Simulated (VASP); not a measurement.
# Ir (P6_3/mmc) in VASP: further runs, part 2 of 2

VASP 6.6.1. The steps go on from the part before.

### Step 3. Single point, PBE (strain +0.040 along x and y, +0.080 along z)

Contents of INCAR:

```
SYSTEM = Ir
ALGO = Fast ; EDIFF = 1E-7
ENCUT = 520 ; GGA = PE
ISIF = 2 ; ISMEAR = 0
LASPH = .TRUE. ; LCHARG = .FALSE.
LREAL = .FALSE. ; LWAVE = .FALSE.
NBANDS = 16 ; NELM = 100
PREC = Accurate ; SIGMA = 0.15
```

Contents of KPOINTS:

```
k-points
0
G
  18 18 12
  0 0 0
```

Contents of POSCAR:

```
Ir
1.0
    2.8614330104      0.0000000000      0.0000000000
   -1.4307165052      2.4780736782      0.0000000000
    0.0000000000      0.0000000000      4.8192732000
Ir
2
Direct
    0.6666666667      0.3333333333      0.7500000000
    0.3333333333      0.6666666667      0.2500000000
```

Potentials or basis: VASP PAW PBE potentials, release 64 (Ir).

On the command line:

```console
$ cat potpaw_PBE.64/Ir/POTCAR > POTCAR
$ mpirun -np 1 vasp_std > vasp.out
```

OUTCAR:

```text
SYSTEM = Ir
   EDIFF = 1E-7
   ENCUT = 520
   GGA = PE
   ISIF = 2
   ISMEAR = 0
   LASPH = .TRUE.
   LREAL = .FALSE.
   NELM = 100
   PREC = Accurate

 ion  position               nearest neighbor table
   1  0.667  0.333  0.750-   2 2.92   2 2.92   2 2.92   2 2.92   2 2.92   2 2.92
   2  0.333  0.667  0.250-   1 2.92   1 2.92   1 2.92   1 2.92   1 2.92   1 2.92

  LATTYP: Found a hexagonal cell.
 ALAT       =     2.8614330104
 C/A-ratio  =     1.6842166783

  Lattice vectors:

 A1 = (   2.8614330104,   0.0000000000,   0.0000000000)
 A2 = (  -1.4307165052,   2.4780736782,   0.0000000000)
 A3 = (   0.0000000000,   0.0000000000,   4.8192732000)

Analysis of symmetry for initial positions (statically):
=====================================================================
 Subroutine PRICEL returns:
 Original cell was already a primitive cell.

 Routine SETGRP: Setting up the symmetry group for a
 hexagonal supercell.

 Subroutine GETGRP returns: Found 24 space group operations
 (whereof 12 operations were pure point group operations)
 out of a pool of 24 trial point group operations.

The static configuration has the point symmetry D_3d.
 The point group associated with its full space group is D_6h.

Analysis of symmetry for dynamics (positions and initial velocities):
=====================================================================
 Subroutine PRICEL returns:
 Original cell was already a primitive cell.

 Routine SETGRP: Setting up the symmetry group for a
 hexagonal supercell.

 Subroutine GETGRP returns: Found 24 space group operations
 (whereof 12 operations were pure point group operations)
 out of a pool of 24 trial point group operations.

The dynamic configuration has the point symmetry D_3d.
 The point group associated with its full space group is D_6h.

 Subroutine INISYM returns: Found 24 space group operations
 (whereof 12 operations are pure point group operations),
 and found     1 'primitive' translations

[... 109 lines left out ...]
   ISMEAR =     0;   SIGMA  =   0.15  broadening in eV -4-tet -1-fermi 0-gaus
   EFERMI_NEDOS =   21; number of points for ismear=-14 and -15
   IALGO  =     68    algorithm
   IMIX   =      4    mixing-type and parameters
     AMIX     =   0.40;   BMIX     =  1.00
     AMIX_MAG =   1.60;   BMIX_MAG =  1.00
  volume/ion in A,a.u.               =      17.09       115.30
  Fermi-wavevector in a.u.,A,eV,Ry     =   1.322125  2.498454 23.783185  1.748015
  Thomas-Fermi vector in A             =   2.451829
   LORBIT       =      0    0 simple, 1 ext, 2 COOP (PROOUT), +10 PAW based schemes
   GGA     = PE    functional components
   LHFCALC =     F    Hartree Fock is set to
   AEXX    =    0.0000 exact exchange contribution
   IVDW    =     0    specifies the selected vdW correction
   LEPSILON=     F    determine dielectric tensor
   LRPA    =     F    only Hartree local field effects (RPA)
 non-spin polarized calculation
 RMM-DIIS sequential band-by-band and
 Gauss-broadening in eV      SIGMA  =   0.15
  energy-cutoff  :      520.00
  volume of cell :       34.17
 maximum number of plane-waves:       936
 NGX is ok and might be reduce to    24
   NGX = 11   NGY = 11   NGZ = 17

 number of electron      18.0000001 magnetization

 Free energy of the ion-electron system (eV)
  ---------------------------------------------------
  ext. energy  EPLUGINS =         0.00000000
  ---------------------------------------------------
  free energy    TOTEN  =       -16.88365541 eV

  energy without entropy =      -16.84777450  energy(sigma->0) =      -16.86571495

 E-fermi :   7.4599     XC(G=0): -12.8838

 val. band max:        7.4593761418   @ k =   0.3889   0.1667   0.0833
 cond. band min:       7.4614790320   @ k =   0.3889   0.1667   0.0000
 fundamental gap:      0.0021028902
 Fermi energy:         7.4599031152

 k-point     1 :       0.0000    0.0000    0.0000
  band No.  band energies     occupation
      1      -1.7845      2.00000
      2       1.0355      2.00000
      3       4.2769      2.00000
      4       4.6534      2.00000
      5       4.6534      2.00000
      6       5.0656      2.00000
[... 433 lines left out ...]
      3       2.4396      2.00000
      4       4.4972      2.00000
      5       4.5313      2.00000
      6       4.7650      2.00000
[... 8 lines left out ...]
     15      16.6535      0.00000
     16      19.1484      0.00000

 [... further k-points ...]
[... 5 lines left out ...]
  --------------------------------------------------------------------------------------
  -------------------------------------------------------------------------------------
  Total       -7.1780424     -7.1780424     -8.5048792      0.0000000     -0.0000000      0.0000000
  in kB     -336.5404386   -336.5404386   -398.7487989      0.0000000     -0.0000000      0.0000000
  external PRESSURE =    -357.2765587 kB  Pullay stress =       0.0000000 kB

 VOLUME and BASIS-vectors are now :
 -----------------------------------------------------------------------------
  energy-cutoff  :      520.00
  volume of cell :       34.17
      direct lattice vectors                 reciprocal lattice vectors
     2.861433010  0.000000000  0.000000000     0.349475244  0.201769626  0.000000000
    -1.430716505  2.478073678  0.000000000     0.000000000  0.403539253  0.000000000
     0.000000000  0.000000000  4.819273200     0.000000000  0.000000000  0.207500168

 POSITION                                       TOTAL-FORCE (eV/Angst)
 -----------------------------------------------------------------------------------
      1.43072      0.82602      3.61445        -0.000000     -0.000000      0.000000
     -0.00000      1.65205      1.20482         0.000000      0.000000      0.000000
 -----------------------------------------------------------------------------------
    total drift:                               -0.000000      0.000000     -0.000000

  FREE ENERGIE OF THE ION-ELECTRON SYSTEM (eV)
  ---------------------------------------------------
  free  energy   TOTEN  =       -16.8836554057 eV

  energy  without entropy=      -16.8477745012  energy(sigma->0) =      -16.86571495
```

stdout:

```text
POSCAR found type information on POSCAR Ir
 POSCAR found :  1 types and       2 ions
 scaLAPACK will be used
 LDA part: xc-table for (Slater+PW92), standard interpolation
 POSCAR, INCAR and KPOINTS ok, starting setup
 FFT: planning ... GRIDC
 FFT: planning ... GRID_SOFT
 FFT: planning ... GRID
 WAVECAR not read
 entering main loop
```

It took 55 s on 1 thread of Intel Xeon 6975P-C (Granite Rapids), shared host; peak memory 0.25 GiB.

What came out:

```yaml
Free_energy: -16.8837 eV
Pressure: -35.7 GPa
Band_gap_on_the_k_mesh: zero (band 9 reaches 8.31 eV, above the bottom of band 10 at 5.73 eV)
```

Caveat: the cell differs from its parent crystal (strain +0.040 along x and y, +0.080 along z); spin-orbit coupling is left out, which moves the levels of the heavy elements.

### Step 4. Single point, PBE (strain -0.080 along x and y, -0.080 along z)

Contents of INCAR:

```
SYSTEM = Ir
  PREC = Accurate
  ENCUT = 520
  EDIFF = 1E-7
  ISMEAR = 0
  SIGMA = 0.15
  LREAL = .FALSE.
  LASPH = .TRUE.
  NELM = 100
  ALGO = Normal
  ISIF = 2
  LWAVE = .FALSE.
  LCHARG = .FALSE.
  GGA = PE
  NBANDS = 16
```

Contents of KPOINTS:

```
Automatic mesh
0
G
  18 18 12
  0 0 0
```

Contents of POSCAR:

```
Ir
1.0
    2.5312676630      0.0000000000      0.0000000000
   -1.2656338315      2.1921420999      0.0000000000
    0.0000000000      0.0000000000      4.1053068000
Ir
2
Direct
    0.6666666667      0.3333333333      0.7500000000
    0.3333333333      0.6666666667      0.2500000000
```

On the command line:

```console
$ cat potpaw_PBE.64/Ir/POTCAR > POTCAR
$ mpirun -np 1 vasp_std > vasp.out
```

Run time: 29 s. Hardware: 1 thread of Intel Xeon 6975P-C (Granite Rapids), shared host; peak memory 0.2 GiB.

Results (log left out):

| Item | Value |
| --- | --- |
| Free energy | -15.0727 eV |
| Pressure | 159.5 GPa |
| Band gap on the k mesh | zero (band 9 reaches 16.28 eV, above the bottom of band 10 at 11.47 eV) |

Stress tensor (GPa, compression positive):
```
158.28   0.00   0.00
  0.00 158.28   0.00
  0.00   0.00 162.07
```

Levels at points of the mesh, in eV from the Fermi level:
| k point | band 6 | band 7 | band 8 | band 9 | band 10 | band 11 | band 12 | band 13 |
| --- | --- | --- | --- | --- | --- | --- | --- | --- |
| (0.00, 0.00, 0.00) | -4.49 | -4.49 | -3.37 | -3.37 | -1.34 | 0.34 | 0.34 | 9.34 |
| (0.50, 0.00, 0.00) | -4.55 | -4.12 | 1.07 | 1.47 | 1.69 | 4.00 | 5.73 | 9.85 |
| (0.00, 0.00, 0.50) | -5.60 | -5.60 | -5.60 | -0.64 | -0.64 | -0.64 | -0.64 | 13.29 |
| (0.50, 0.00, 0.50) | -3.07 | -1.46 | -1.46 | 1.43 | 1.43 | 2.57 | 2.57 | 9.92 |

Caveat: the cell differs from its parent crystal (strain -0.080 along x and y, -0.080 along z); spin-orbit coupling is left out, which moves the levels of the heavy elements.

### Step 5. Summary

```csv
cell,gap on the mesh (eV),pressure (GPa)
"a = 2.971, b = 2.971, c = 4.462 Å, angles 90.0, 90.0, 120.0°, 2 atoms",none,-34.1
"a = 2.861, b = 2.861, c = 4.819 Å, angles 90.0, 90.0, 120.0°, 2 atoms",none,-35.7
"a = 2.531, b = 2.531, c = 4.105 Å, angles 90.0, 90.0, 120.0°, 2 atoms",none,159.5
```

Alike in all rows: task single point; level PBE; potentials or basis VASP PAW PBE potentials, release 64 (Ir); no spin polarisation; k mesh 18 × 18 × 12; cutoff (eV) 520; smearing gaussian 0.15 eV.

Caveats: spin-orbit coupling is left out, which moves the levels of the heavy elements.

Total energies depend on the potentials used, so only differences within one code and one set of settings carry meaning.
